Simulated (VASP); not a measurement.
Input of a VASP 6.6.1 run:

File INCAR:

```
PREC = Accurate ; ENCUT = 600
EDIFF = 1E-6 ; ISMEAR = -1
SIGMA = 0.05 ; LREAL = False
LASPH = True ; NELM = 80
ALGO = Normal ; ISIF = 3
LWAVE = False ; LCHARG = False
GGA = VW ; IBRION = 2
NSW = 60 ; EDIFFG = -0.01
```

The input KPOINTS:

```
regular mesh
0
Gamma
  12 12 12
```

The input POSCAR:

```
Pd
1.0
    0.0000000000      1.9465000000      1.9465000000
    1.9465000000      0.0000000000      1.9465000000
    1.9465000000      1.9465000000      0.0000000000
Pd
1
Direct
    0.0000000000      0.0000000000      0.0000000000
```

Potentials or basis: VASP PAW PBE potentials, release 64 (Pd).

Command:

```bash
$ cat potpaw_PBE.64/Pd/POTCAR > POTCAR
$ mpirun -np 1 vasp_std > vasp.out
```

Problem. Estimate the relaxed volume.

Solution. 14.10 Å³/atom.

Problem. What does it give for the space group after relaxing (to 0.05 Å)?

Solution. Fm-3m (No. 225).

Problem. What does it give for the relaxed cell?

Solution. a = 2.712 Å, b = 2.712 Å, c = 2.712 Å, α = 60.00°, β = 60.00°, γ = 60.00°.

Problem. Predict the band gap on the k mesh.

Solution. Zero (band 5 reaches 10.52 eV, above the bottom of band 6 at 8.81 eV).

Final structure:
```xyz
1
Lattice="0.0000 1.9174 1.9174 1.9174 0.0000 1.9174 1.9174 1.9174 0.0000" Properties=species:S:1:pos:R:3 pbc="T T T"
Pd    0.0000    1.9174    1.9174
```

Caveat: the PAW data sets were made with another functional, which shifts forces and pressure a little.
